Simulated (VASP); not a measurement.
Write the native input for VASP 6.6.1 that does the following.

```yaml
Task: relaxation of cell and atoms
Functional: LDA
Potentials_or_basis: VASP PAW LDA potentials, release 64 (Ga_d, N)
Cutoff: 600 eV
k_mesh: 14 × 14 × 14
Occupations: fermi-dirac, width 0.05 eV
Spin: no spin polarisation
Dipole_correction: no
Further_INCAR_settings: ALGO = Normal; EDIFF = 1e-06; IBRION = 2; EDIFFG = -0.002; NSW = 100; ISIF = 3
```

The structure of GaN lies in POSCAR:

```
GaN
1.0
    2.2535006075      2.2535006075      0.0000000000
   -2.2535006075      2.2535006075      0.0000000000
    0.0000000000      2.2535006075      2.2535006075
Ga N
1 1
Direct
    0.0000000000      0.0000000000      0.0000000000
    0.2500000000      0.7500000000      0.5000000000
```

These files were run (other wordings do the same):

INCAR

```
SYSTEM = GaN
PREC     = Accurate       ! precision mode
ENCUT    = 600            ! plane-wave cutoff, eV
EDIFF    = 1E-6           ! SCF threshold, eV
ISMEAR   = -1             ! smearing method
SIGMA    = 0.05           ! smearing width, eV
LREAL    = .False.        ! projectors in reciprocal space
LASPH    = .True.         ! aspherical terms in the spheres
NELM     = 60             ! most SCF steps
ALGO     = Normal         ! electronic algorithm
ISIF     = 3              ! what is computed and relaxed
LWAVE    = .False.        ! write WAVECAR
LCHARG   = .False.        ! write CHGCAR
IBRION   = 2              ! ionic algorithm
NSW      = 100            ! ionic steps
EDIFFG   = -0.002         ! ionic threshold
```

KPOINTS

```
Automatic mesh
0
Gamma
  14 14 14
  0 0 0
```

Potentials or basis: VASP PAW LDA potentials, release 64 (Ga_d, N).

Run with:

```sh
$ cat potpaw_LDA.64/Ga_d/POTCAR potpaw_LDA.64/N/POTCAR > POTCAR
$ mpirun -np 1 vasp_std > vasp.out
```

Results of the run:

```yaml
Relaxed_volume: 11.12 Å³/atom
Relaxed_cell: a = 3.156 Å, b = 3.156 Å, c = 3.156 Å, α = 60.00°, β = 60.00°, γ = 90.00°
Space_group_after_relaxing_to_0.05_Å: F-43m (No. 216)
Energy_gained_by_relaxing: 6.0 meV/atom
Ionic_steps: 6
Pressure_after_relaxing: 0.0 GPa
Band_gap_on_the_k_mesh: 1.94 eV, direct
```

Run time: 63 s on 1 thread of AMD EPYC 9R45 96-Core Processor (Zen 5), with other jobs on the host, peak memory 0.15 GiB.
